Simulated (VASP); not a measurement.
The system is W.

```xyz
1
Lattice="2.5900 0.0000 0.0000 0.0000 2.5900 0.0000 0.0000 0.0000 2.5900" Properties=species:S:1:pos:R:3 pbc="T T T"
W     0.0000    0.0000    0.0000
```

* Program: VASP 6.6.1
* Task: relaxation of cell and atoms
* Functional: PBE
* Potentials or basis: VASP PAW PBE potentials, release 64 (W_sv)
* Cutoff: 600 eV
* k mesh: 18 × 18 × 18
* Occupations: fermi-dirac, width 0.05 eV
* Spin: no spin polarisation

At the start: pressure 14.4 GPa; volume 17.37 Å³/atom.

Task: How do energy, volume and symmetry change on relaxing?

Result: Over 4 steps the energy falls by 46.2 meV/atom and the volume is 18.46 Å³/atom (+6.3 %); space group Pm-3m (No. 221, to 0.05 Å).

The path:
```csv
step,energy change (eV),largest force (eV/Å),pressure (GPa),volume (Å³)
1,0.0000,0.0000,14.38,17.37
2,0.2240,0.0000,-24.16,21.60
3,-0.0461,0.0000,-0.75,18.52
4,-0.0462,0.0000,-0.05,18.46
```

Final structure:
```xyz
1
Lattice="2.6429 0.0000 0.0000 0.0000 2.6429 0.0000 0.0000 0.0000 2.6429" Properties=species:S:1:pos:R:3 pbc="T T T"
W     0.0000    0.0000    0.0000
```
